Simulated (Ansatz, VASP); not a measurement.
# LuSc4Se3 in VASP and in Ansatz

```xyz
8
Lattice="5.6258 0.0000 0.0000 0.0000 5.6258 0.0000 0.0000 0.0000 5.6258" Properties=species:S:1:pos:R:3 pbc="T T T"
Lu    0.0000    0.0000    0.0000
Sc    2.8129    0.0000    0.0000
Sc    0.0000    2.8129    0.0000
Sc    0.0000    0.0000    2.8129
Sc    2.8129    2.8129    2.8129
Se    0.0000    2.8129    2.8129
Se    2.8129    0.0000    2.8129
Se    2.8129    2.8129    0.0000
```

Alike in both runs: functional PBE; k mesh 8 × 8 × 8; occupations gaussian, width 0.1 eV; no spin polarisation.

Ansatz relaxed the structure, and its values are those at the end. VASP's run is a single point on that final structure, the one shown.

```csv
,VASP,Ansatz
version,VASP 6.6.1,Ansatz 0.2.0
potentials or method,"VASP PAW PBE potentials, release 64 (Lu, Sc_sv, Se), cutoff 520 eV","scalar-relativistic, plane waves, PAW"
valence electrons in the cell,87,117
```

|  | VASP | Ansatz | Ansatz less VASP |
| --- | --- | --- | --- |
| gap on the k mesh at the Fermi level (eV) | none | none | - |
| pressure (GPa) | 0.2 | 0.0 | -0.18 |

A gap of «none» marks a metal or a gap that the smearing closes. VASP's potentials hold 87 valence electrons a cell and Ansatz's 117, so a difference there can come from the potentials and not from the codes.

Spin-orbit coupling is off throughout.
